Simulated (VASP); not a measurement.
# Sn12H2O in VASP: further runs

The runs below take Sn12H2O through single point, with PBE+D3(BJ).

Everything below comes from runs of VASP 6.6.1. Logs are shortened: lines on timing, memory, paths and dates and some standing lists are left out, and cuts for length are marked.

### 1 The cell of the first run

The cell holds a slab with vacuum, 15 atoms: a = 9.296 Å, b = 6.574 Å, c = 24.145 Å, α = 90.00°, β = 90.00°, γ = 90.00°.

### 2 Single point, PBE+D3(BJ)

Contents of INCAR:

```
PREC     = Accurate       # precision mode
ENCUT    = 520            # plane-wave cutoff, eV
EDIFF    = 1E-6           # SCF threshold, eV
ISMEAR   = 0              # smearing method
SIGMA    = 0.1            # smearing width, eV
LREAL    = Auto         
LASPH    = T              # aspherical terms in the spheres
NELM     = 60             # most SCF steps
ALGO     = Normal         # electronic algorithm
ISIF     = 2              # what is computed and relaxed
LWAVE    = F              # write WAVECAR
LCHARG   = F              # write CHGCAR
LDIPOL   = T            
IDIPOL   = 3            
DIPOL    = 0.5 0.5 0.437
GGA      = PE             # functional
IVDW     = 12             # dispersion correction
NBANDS   = 101            # bands
```

Contents of KPOINTS:

```
regular mesh
0
Gamma
  2 3 1
```

Contents of POSCAR:

```
Sn12H2O
1.0
    9.2964173513      0.0000000000      0.0000000000
    0.0000000000      6.5735597498      0.0000000000
    0.0000000000      0.0000000000     24.1454086756
Sn O H
12 1 2
Direct
    0.2500000000      0.0000000000      0.3313259306
    0.7500000000      0.0000000000      0.3313259306
    0.5000000000      0.2500000000      0.3313259306
    0.0000000000      0.2500000000      0.3313259306
    0.2141350693      0.3242808843      0.4302581095
   -0.1124774783      0.6272513574      0.3875641989
    0.5727738422      0.4853092615      0.4334976029
    0.1762160613      0.7749659604      0.4338171912
    0.5151809980     -0.0563652372      0.4310874165
    0.1095158408      0.0599313948      0.5260207108
   -0.1462875108      0.2091199437      0.4504482560
    0.4391725050      0.2305506598      0.5236378581
    0.8971456374      0.5451569985      0.5449127701
    0.9624254536      0.6332438739      0.5241358520
    0.8056071118      0.6165575284      0.5431120791
```

Potentials or basis: VASP PAW PBE potentials, release 64 (Sn_d, O, H).

Started as:

```sh
$ cat potpaw_PBE.64/Sn_d/POTCAR potpaw_PBE.64/O/POTCAR potpaw_PBE.64/H/POTCAR > POTCAR
$ mpirun -np 1 vasp_std > vasp.out
```

OUTCAR:

```text
PREC = Accurate
   ENCUT = 520
   EDIFF = 1E-6
   ISMEAR = 0
   LREAL = Auto
   LASPH = T
   NELM = 60
   ISIF = 2
   GGA = PE
   IVDW = 12
 IVDW          = 12

 ion  position               nearest neighbor table
   1  0.250  0.000  0.331-   3 2.85   4 2.85   8 2.96   5 3.22   9 3.47
   2  0.750  0.000  0.331-   3 2.85   4 2.85   6 3.08   9 3.27  11 3.33
   3  0.500  0.250  0.331-   1 2.85   2 2.85   7 2.99   9 3.14   5 3.61
   4  0.000  0.250  0.331-   1 2.85   2 2.85   6 3.01   5 3.15  11 3.19
   5  0.214  0.324  0.430-   8 2.98  10 3.05  12 3.14   4 3.15   1 3.22  11 3.47   7 3.50   3 3.61
                             8 3.63   9 3.75
   6  0.888  0.627  0.388-   4 3.01   8 3.06   2 3.08  11 3.16   7 3.27
   7  0.573  0.485  0.433-   3 2.99  12 3.01   9 3.06  11 3.21   6 3.27   5 3.50   9 3.60
   8  0.176  0.775  0.434-   1 2.96  10 2.97   5 2.98   6 3.06   9 3.34   5 3.63
   9  0.515  0.944  0.431-  12 3.01   7 3.06   3 3.14   2 3.27   8 3.34   1 3.47   7 3.60  11 3.63
                             5 3.75
  10  0.110  0.060  0.526-   8 2.97   5 3.05  11 3.15  12 3.26
  11  0.854  0.209  0.450-  10 3.15   6 3.16   4 3.19   7 3.21   2 3.33   5 3.47   9 3.63
  12  0.439  0.231  0.524-   9 3.01   7 3.01   5 3.14  10 3.26
  13  0.897  0.545  0.545-  15 0.97  14 0.98
  14  0.962  0.633  0.524-  13 0.98
  15  0.806  0.617  0.543-  13 0.97

  LATTYP: Found a simple orthorhombic cell.
 ALAT       =     6.5735597498
 B/A-ratio  =     1.4142135624
 C/A-ratio  =     3.6731100948

  Lattice vectors:

 A1 = (   0.0000000000,  -6.5735597498,   0.0000000000)
 A2 = (   9.2964173513,   0.0000000000,   0.0000000000)
 A3 = (   0.0000000000,   0.0000000000,  24.1454086756)

Analysis of symmetry for initial positions (statically):
=====================================================================
 Subroutine PRICEL returns:
 Original cell was already a primitive cell.

 Routine SETGRP: Setting up the symmetry group for a
 simple orthorhombic supercell.

 Subroutine GETGRP returns: Found  1 space group operations
 (whereof  1 operations were pure point group operations)
 out of a pool of  8 trial point group operations.

The static configuration has the point symmetry C_1 .

Analysis of symmetry for dynamics (positions and initial velocities):
=====================================================================
 Subroutine PRICEL returns:
 Original cell was already a primitive cell.

 Routine SETGRP: Setting up the symmetry group for a
[... 135 lines left out ...]
   LORBIT       =      0    0 simple, 1 ext, 2 COOP (PROOUT), +10 PAW based schemes
   GGA     = PE    functional components
   LHFCALC =     F    Hartree Fock is set to
   AEXX    =    0.0000 exact exchange contribution
   IVDW    =    12    specifies the selected vdW correction
   LEPSILON=     F    determine dielectric tensor
   LRPA    =     F    only Hartree local field effects (RPA)
 non-spin polarized calculation
 Gauss-broadening in eV      SIGMA  =   0.10
  energy-cutoff  :      520.00
  volume of cell :     1475.54
 maximum number of plane-waves:     39736
 NGX is ok and might be reduce to    70
   NGX = 35   NGY = 25   NGZ = 89

 dipolmoment           0.000000      0.000000     -0.012720 electrons x Angstroem

 number of electron     175.9999998 magnetization

 dipolmoment           0.000000      0.000000      0.067545 electrons x Angstroem

 Free energy of the ion-electron system (eV)
  ---------------------------------------------------
  ext. energy  EPLUGINS =         0.00000000
  ---------------------------------------------------
  free energy    TOTEN  =       -56.95967096 eV

  energy without entropy =      -56.92589159  energy(sigma->0) =      -56.94278127

 E-fermi :  -1.4309     XC(G=0):  -3.1511

 val. band max:       -1.4469995250   @ k =   0.0000   0.0000   0.0000
 cond. band min:      -1.3050421160   @ k =   0.5000   0.3333   0.0000
 fundamental gap:      0.1419574090
 Fermi energy:        -1.4308693280

 k-point     1 :       0.0000    0.0000    0.0000
  band No.  band energies     occupation
      1     -23.0293      2.00000
      2     -22.9740      2.00000
      3     -22.9569      2.00000
      4     -22.9513      2.00000
      5     -22.9390      2.00000
      6     -22.9237      2.00000
[... 401 lines left out ...]
     99       1.0942      0.00000
    100       1.4296      0.00000
 [bands above 100 left out]

------------------------ aborting loop because EDIFF is reached ----------------------------------------

 vacuum level on the upper side and lower side of the slab       (xc-potential included)        -0.034        -0.229

 Edisp (eV)   -2.70204

 E8    (eV) :    -1.3354

  FORCE on cell =-STRESS in cart. coord.  units (eV):
  Direction    XX          YY          ZZ          XY          YZ          ZX
  --------------------------------------------------------------------------------------
  -------------------------------------------------------------------------------------
  Total      -0.67889    -4.71761    -0.18189    -0.38263    -0.02486    -0.02020
  in kB      -0.73716    -5.12250    -0.19750    -0.41547    -0.02699    -0.02194
  external pressure =       -2.02 kB  Pullay stress =        0.00 kB

 VOLUME and BASIS-vectors are now :
 -----------------------------------------------------------------------------
  energy-cutoff  :      520.00
  volume of cell :     1475.54
      direct lattice vectors                 reciprocal lattice vectors
     9.296417351  0.000000000  0.000000000     0.107568320  0.000000000  0.000000000
     0.000000000  6.573559750  0.000000000     0.000000000  0.152124578  0.000000000
     0.000000000  0.000000000 24.145408676     0.000000000  0.000000000  0.041415741

 POSITION                                       TOTAL-FORCE (eV/Angst)
 -----------------------------------------------------------------------------------
      2.32410      0.00000      8.00000        -0.113404     -0.716216     -0.061381
      6.97231      0.00000      8.00000         0.428685     -0.696811      0.329724
      4.64821      1.64339      8.00000         0.053427      0.621445     -0.006693
      0.00000      1.64339      8.00000        -0.374047      0.780753     -0.256004
      1.99069      2.13168     10.38876        -0.001658      0.011247      0.002577
      8.25078      4.12327      9.35790         0.004339      0.007115     -0.002916
      5.32474      3.19021     10.46698         0.011487      0.006333      0.001369
      1.63818      5.09429     10.47469         0.009740     -0.016901     -0.001628
      4.78934      6.20304     10.40878         0.007947      0.002405     -0.003803
      1.01810      0.39396     12.70099        -0.019694      0.003295     -0.002737
      7.93647      1.37466     10.87626        -0.006540      0.003685      0.003320
      4.08273      1.51554     12.64345        -0.000244      0.000344     -0.002154
      8.34024      3.58362     13.15714         0.019519     -0.060802      0.024144
      8.94711      4.16267     12.65547         0.093281      0.031399     -0.040765
      7.48926      4.05298     13.11366        -0.112838      0.022708      0.016946
 -----------------------------------------------------------------------------------
    total drift:                                0.010870      0.027066     -0.002419

  FREE ENERGIE OF THE ION-ELECTRON SYSTEM (eV)
  ---------------------------------------------------
  free  energy   TOTEN  =       -59.6617082104 eV

  energy  without entropy=      -59.6279288369  energy(sigma->0) =      -59.64481852

 vacuum level on the upper side and lower side of the slab         2.775         2.578
```

It took 17 min on 1 thread of Intel Xeon Platinum 8559C (Emerald Rapids), shared host; peak memory 1.3 GiB.

What came out:

- Free energy: -59.6617 eV
- Largest force: 0.903 eV/Å
- Band gap on the k mesh: zero (bands 88 and 89 overlap by 0.20 eV)
- Dispersion energy per atom: -0.180 eV

Forces in eV/Å, atoms in the order of the input:
```
Sn  -0.113 -0.716 -0.061
Sn   0.429 -0.697  0.330
Sn   0.053  0.621 -0.007
Sn  -0.374  0.781 -0.256
Sn  -0.002  0.011  0.003
Sn   0.004  0.007 -0.003
Sn   0.011  0.006  0.001
Sn   0.010 -0.017 -0.002
Sn   0.008  0.002 -0.004
Sn  -0.020  0.003 -0.003
Sn  -0.007  0.004  0.003
Sn   0.000  0.000 -0.002
O    0.020 -0.061  0.024
H    0.093  0.031 -0.041
H   -0.113  0.023  0.017
```

Levels at points of the mesh, in eV from the Fermi level:
| k point | band 85 | band 86 | band 87 | band 88 | band 89 | band 90 | band 91 | band 92 |
| --- | --- | --- | --- | --- | --- | --- | --- | --- |
| (0.00, 0.00, 0.00) | -0.95 | -0.55 | -0.45 | -0.16 | -0.02 | 0.25 | 0.97 | 1.05 |
| (0.50, 0.00, 0.00) | -1.09 | -0.96 | -0.47 | -0.03 | 0.22 | 0.68 | 0.75 | 1.33 |

Caveat: spin-orbit coupling is left out, which moves the levels of the heavy elements.

### 3 Single point, PBE+D3(BJ)

This run uses another cell than the first one.

Contents of INCAR:

```
SYSTEM = Sn12H2O
PREC = Accurate ; ENCUT = 520
EDIFF = 1E-6 ; ISMEAR = 0
SIGMA = 0.1 ; LREAL = Auto
LASPH = .TRUE. ; NELM = 60
ALGO = Normal ; ISIF = 2
LWAVE = .FALSE. ; LCHARG = .FALSE.
LDIPOL = .TRUE. ; IDIPOL = 3
DIPOL = 0.5 0.5 0.435 ; GGA = PE
IVDW = 12 ; NBANDS = 101
```

Contents of KPOINTS:

```
Automatic mesh
0
G
  2 3 1
  0 0 0
```

Contents of POSCAR:

```
Sn12H2O
1.0
    9.2964173513      0.0000000000      0.0000000000
    0.0000000000      6.5735597498      0.0000000000
    0.0000000000      0.0000000000     24.2143086756
Sn O H
12 1 2
Direct
    0.2500000000      0.0000000000      0.3303831675
    0.7500000000      0.0000000000      0.3303831675
    0.5000000000      0.2500000000      0.3303831675
    0.0000000000      0.2500000000      0.3303831675
    0.4937799719      0.6961610186      0.3493207140
   -0.0136718678      0.6805876319      0.3716817536
    0.7079454070      0.6906242880      0.4435097810
    0.2453846543      0.7984519937      0.4433126802
    0.6359376760      0.1400318647      0.4486804740
    0.1633482408      0.1210810211      0.5241712348
   -0.0601927010      0.3136240408      0.4511035140
    0.3230113146      0.3303892170      0.4341919221
    0.7694496605      0.3703060212      0.5856618597
    0.7075290663      0.3841793072      0.5534144404
    0.7341635055      0.2480976444      0.6036675988
```

Potentials or basis: VASP PAW PBE potentials, release 64 (Sn_d, O, H).

Started as:

```sh
$ cat potpaw_PBE.64/Sn_d/POTCAR potpaw_PBE.64/O/POTCAR potpaw_PBE.64/H/POTCAR > POTCAR
$ mpirun -np 1 vasp_std > vasp.out
```

Run time: 17 min. Hardware: 1 thread of Intel Xeon Platinum 8559C (Emerald Rapids), shared host; peak memory 1.3 GiB.

It converged, with:

```
Free energy                : -59.4989 eV
Largest force              : 0.872 eV/Å
Band gap on the k mesh     : zero (bands 88 and 89 overlap by 0.06 eV)
Dispersion energy per atom : -0.178 eV
```

Forces on the atoms (eV/Å):
```
Sn   0.069 -0.707 -0.270
Sn  -0.019 -0.829  0.270
Sn  -0.158  0.785 -0.078
Sn   0.095  0.761  0.004
Sn  -0.020  0.004 -0.011
Sn   0.011 -0.005  0.014
Sn   0.018 -0.002  0.026
Sn   0.005 -0.024 -0.040
Sn   0.001  0.027  0.030
Sn   0.010 -0.006  0.042
Sn  -0.022 -0.015  0.013
Sn   0.007  0.003  0.002
O    0.046  0.033  0.025
H   -0.042  0.047 -0.102
H    0.001 -0.072  0.076
```

Levels at points of the mesh, in eV from the Fermi level:
| k point | band 85 | band 86 | band 87 | band 88 | band 89 | band 90 | band 91 | band 92 |
| --- | --- | --- | --- | --- | --- | --- | --- | --- |
| (0.00, 0.00, 0.00) | -1.03 | -0.58 | -0.47 | -0.27 | -0.03 | 0.45 | 0.56 | 0.76 |
| (0.50, 0.00, 0.00) | -1.15 | -0.77 | -0.41 | 0.03 | 0.40 | 0.65 | 0.91 | 1.23 |

Caveat: spin-orbit coupling is left out, which moves the levels of the heavy elements.

The gap in the log of VASP goes by the Fermi energy; the results here count the filled bands.